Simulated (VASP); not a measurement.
Write the native input for VASP 6.6.1 that does the following.

- Task: relaxation of cell and atoms
- Functional: PBE
- Potentials or basis: VASP PAW PBE potentials, release 64 (Hf_pv, Ti_sv)
- Cutoff: 600 eV
- k mesh: 4 × 4 × 4
- Occupations: gaussian, width 0.1 eV
- Spin: no spin polarisation
- Dipole correction: no
- Further INCAR settings: ALGO = Normal; EDIFF = 1e-06; IBRION = 2; EDIFFG = -0.04; NSW = 90; ISIF = 3

The structure of Hf3Ti lies in POSCAR:

```
Hf3Ti
1.0
    4.1517584889      0.0000000000      0.0000000000
    0.0000000000      4.1517584889      0.0000000000
    0.0000000000      0.0000000000      4.1517584889
Hf Ti
3 1
Direct
    0.0000000000      0.5000000000      0.5000000000
    0.5000000000      0.0000000000      0.5000000000
    0.5000000000      0.5000000000      0.0000000000
    0.0000000000      0.0000000000      0.0000000000
```

One way to write it, as run:

INCAR

```
SYSTEM = Hf3Ti
PREC = Accurate
ENCUT = 600
EDIFF = 1E-6
ISMEAR = 0
SIGMA = 0.1
LREAL = .False.
LASPH = .True.
NELM = 100
ALGO = Normal
ISIF = 3
LWAVE = .False.
LCHARG = .False.
GGA = PE
IBRION = 2
NSW = 90
EDIFFG = -0.04
```

KPOINTS

```
regular mesh
0
Gamma
  4 4 4
  0 0 0
```

Potentials or basis: VASP PAW PBE potentials, release 64 (Hf_pv, Ti_sv).

The run is started by

```console
$ cat potpaw_PBE.64/Hf_pv/POTCAR potpaw_PBE.64/Ti_sv/POTCAR > POTCAR
$ mpirun -np 1 vasp_std > vasp.out
```

It gave:

```json
{
 "Relaxed volume": "21.27 Å³/atom",
 "Relaxed cell": "a = 4.398 Å, b = 4.398 Å, c = 4.398 Å, α = 90.00°, β = 90.00°, γ = 90.00°",
 "Space group after relaxing (to 0.1 Å)": "Pm-3m (No. 221)",
 "Energy gained by relaxing": "217.9 meV/atom",
 "Ionic steps": "4",
 "Pressure after relaxing": "-0.1 GPa",
 "Band gap on the k mesh": "zero (bands 21 and 22 overlap by 1.51 eV)"
}
```

Caveat: the k points lie up to 0.36 Å⁻¹ apart in the final cell, too coarse for converged energies and pressures of a metal; the volume moved by over 15 % at a fixed basis, so the end points are rough; spin-orbit coupling is left out, which moves the levels of the heavy elements.

Wall time 2.5 min on 1 thread of AMD EPYC 9R14 (Zen 4), with other jobs on the host, peak memory 0.19 GiB.
